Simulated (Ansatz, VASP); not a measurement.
GaP: VASP beside Ansatz

```xyz
2
Lattice="0.0000 2.7193 2.7193 2.7193 0.0000 2.7193 2.7193 2.7193 0.0000" Properties=species:S:1:pos:R:3 pbc="T T T"
Ga    0.0000    0.0000    0.0000
P     1.3596    1.3596    1.3596
```

Alike in both runs: task single point; functional PBE0; k mesh 6 × 6 × 6; no spin polarisation.

|  | VASP | Ansatz |
| --- | --- | --- |
| version | VASP 6.6.1 | Ansatz 0.2.0 |
| potentials or method | VASP PAW PBE potentials, release 64 (Ga_d, P), cutoff 400 eV | scalar-relativistic, plane waves, PAW |
| occupations | gaussian, width 0.01 eV | fixed |
| valence electrons in the cell | 18 | 18 |

|  | VASP | Ansatz | Ansatz less VASP |
| --- | --- | --- | --- |
| gap on the k mesh at the Fermi level (eV) | 2.96 | 2.94 | -0.022 |
| least direct gap on the mesh (eV) | 3.53 | 3.51 | -0.022 |

Ansatz's warnings: stress exchange threshold loose, stress scf threshold loose.
